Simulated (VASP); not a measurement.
## Pt: single point with r2SCAN

Crystal: Pt.

```xyz
1
Lattice="0.0000 1.9609 1.9609 1.9609 0.0000 1.9609 1.9609 1.9609 0.0000" Properties=species:S:1:pos:R:3 pbc="T T T"
Pt    0.0000    0.0000    0.0000
```

```yaml
Program: VASP 6.6.1
Task: single point
Functional: r2SCAN
Potentials_or_basis: VASP PAW PBE potentials, release 64 (Pt)
Cutoff: 520 eV
k_mesh: 10 × 10 × 10
Occupations: gaussian, width 0.02 eV
Spin: no spin polarisation
```

| Item | Value |
| --- | --- |
| Pressure | 4.7 GPa |
| Band gap on the k mesh | zero (band 5 reaches 11.54 eV, above the bottom of band 6 at 9.19 eV) |

Levels at points of the mesh, in eV from the Fermi level:
| k point | band 1 | band 2 | band 3 | band 4 | band 5 | band 6 | band 7 | band 8 | band 9 | band 10 |
| --- | --- | --- | --- | --- | --- | --- | --- | --- | --- | --- |
| (0.00, 0.00, 0.00) | -10.51 | -3.93 | -3.93 | -3.93 | -1.76 | -1.76 | 15.47 | 20.64 | 20.64 | 20.64 |
| (0.50, 0.00, 0.00) | -7.59 | -4.02 | -4.02 | -0.31 | 0.02 | 0.02 | 6.15 | 15.12 | 19.96 | 19.96 |
| (0.50, 0.50, 0.00) | -7.31 | -6.87 | -0.07 | 0.51 | 0.51 | 1.94 | 9.34 | 12.02 | 12.02 | 21.28 |

Run time: 20 s on 1 thread of Intel Xeon 6975P-C (shared host), peak memory 0.15 GiB.

Caveat: the PAW data sets were made with another functional, which shifts forces and pressure a little; spin-orbit coupling is left out, which moves the levels of the heavy elements.
